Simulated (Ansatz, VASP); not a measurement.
**Si2Mo in VASP and in Ansatz**

File INCAR:

```
SYSTEM = Si2Mo
  PREC = Accurate
  ENCUT = 520
  EDIFF = 1E-7
  ISMEAR = -1
  SIGMA = 0.05
  LREAL = .FALSE.
  LASPH = .TRUE.
  NELM = 80
  ALGO = Normal
  ISIF = 2
  LWAVE = .FALSE.
  LCHARG = .TRUE.
  GGA = PE
  LELF = .TRUE.
  LVHAR = .TRUE.
  NBANDS = 18
```

The input KPOINTS:

```
Automatic mesh
0
G
  10 10 10
  0 0 0
```

File POSCAR:

```
Si2Mo
1.0
    0.0000000000      2.8054539270      2.8054539270
    2.8054539270      0.0000000000      2.8054539270
    2.8054539270      2.8054539270      0.0000000000
Mo Si
1 2
Direct
    0.0000000000      0.0000000000      0.0000000000
    0.2500000000      0.2500000000      0.2500000000
    0.7500000000      0.7500000000      0.7500000000
```

Input for Ansatz:

```yaml
crystal:
  lattice:
    - [0.0, 2.805453927, 2.805453927]
    - [2.805453927, 0.0, 2.805453927]
    - [2.805453927, 2.805453927, 0.0]
  atoms:
    - { symbol: Mo, position: [0.0, 0.0, 0.0] }
    - { symbol: Si, position: [0.25, 0.25, 0.25] }
    - { symbol: Si, position: [0.75, 0.75, 0.75] }
kpoints:
  mp_grid: { grid: [10, 10, 10] }
scf:
  occupations: { method: fermi_dirac, width: 0.05 }
hamiltonian:
  xc: pbe
  pseudopotentials: { kind: paw }
output:
  forces: true
  stress: true
  eigenvalues: true
  populations: true
  write_density: true
  write_potential: true
  elf: true
  volumetric_format: npy
```

Change from the starting cell: volume scaled by 0.88, PAW files.

Alike in both runs: task single point; functional PBE; k mesh 10 × 10 × 10; occupations fermi-dirac, width 0.05 eV; no spin polarisation.

|  | VASP | Ansatz |
| --- | --- | --- |
| version | VASP 6.6.1 | Ansatz 0.2.0 |
| potentials or method | VASP PAW PBE potentials, release 64 (Mo_sv, Si) | PAW with Ansatz's default frozen-core files, scalar-relativistic |
| plane-wave cutoff (eV) | 520 | 420 |
| valence electrons in the cell | 22 | 22 |

|  | VASP | Ansatz | Ansatz less VASP |
| --- | --- | --- | --- |
| pressure (GPa) | 21.9 | 21.7 | -0.18 |
